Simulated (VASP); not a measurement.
Set up this calculation in VASP 6.6.1, as the native input.

| Item | Value |
| --- | --- |
| Task | single point |
| Functional | HSE06 |
| Potentials or basis | VASP PAW PBE potentials, release 64 (Co) |
| Cutoff | 520 eV |
| k mesh | 6 × 6 × 6 |
| Occupations | fermi-dirac, width 0.1 eV |
| Spin | no spin polarisation |
| Dipole correction | no |
| Grid for exact exchange (PRECFOCK) | Normal |
| Further INCAR settings | ALGO = Normal; EDIFF = 1e-06; NBANDS = 10 |
| Share of exact exchange | 0.25 |
| Screening parameter | 0.2079 1/Å |

The system is Co.

```
Co
1.0
     0.00000    1.71342    1.71342
     1.71342    0.00000    1.71342
     1.71342    1.71342    0.00000
Co
1
Cartesian
  0.0000 0.0000 0.0000
```

This isn't the form of Co at room conditions, which is hcp.

The input as run:

POSCAR

```
Co
1.0
    0.0000000000      1.7134224700      1.7134224700
    1.7134224700      0.0000000000      1.7134224700
    1.7134224700      1.7134224700      0.0000000000
Co
1
Direct
    0.0000000000      0.0000000000      0.0000000000
```

INCAR.step1

```
ALGO = Normal ; EDIFF = 1E-5
ENCUT = 520 ; GGA = PE
ISIF = 2 ; ISMEAR = -1
LASPH = True ; LCHARG = False
LREAL = False ; LWAVE = True
NBANDS = 10 ; NELM = 80
PREC = Accurate ; SIGMA = 0.1
```

INCAR.step2

```
ALGO = Normal ; EDIFF = 1E-6
ENCUT = 520 ; GGA = PE
HFSCREEN = 0.2079 ; ISIF = 2
ISMEAR = -1 ; ISTART = 1
LASPH = True ; LCHARG = False
LHFCALC = True ; LREAL = False
LWAVE = False ; NBANDS = 10
NELM = 80 ; PREC = Accurate
PRECFOCK = Normal ; SIGMA = 0.1
```

KPOINTS

```
k-points
0
Gamma
  6 6 6
```

Potentials or basis: VASP PAW PBE potentials, release 64 (Co).

Run with:

```sh
$ cat potpaw_PBE.64/Co/POTCAR > POTCAR
$ cp INCAR.step1 INCAR
$ mpirun -np 1 vasp_std > vasp.out
$ cp INCAR.step2 INCAR
$ mpirun -np 1 vasp_std > vasp.out
```

It gave:

- Pressure: -1.3 GPa
- Band gap on the k mesh: zero (an odd number of electrons rules out a gap without spin polarisation)

Caveat: the k points lie up to 0.53 Å⁻¹ apart, too coarse for converged energies and pressures of a metal; the PAW data sets were made with another functional, which shifts forces and pressure a little; the run has no spin polarisation, though such a crystal can be magnetic.

It took 6.9 min on 1 thread of Intel Xeon 8259CL, with other jobs on the host, peak memory 0.22 GiB.
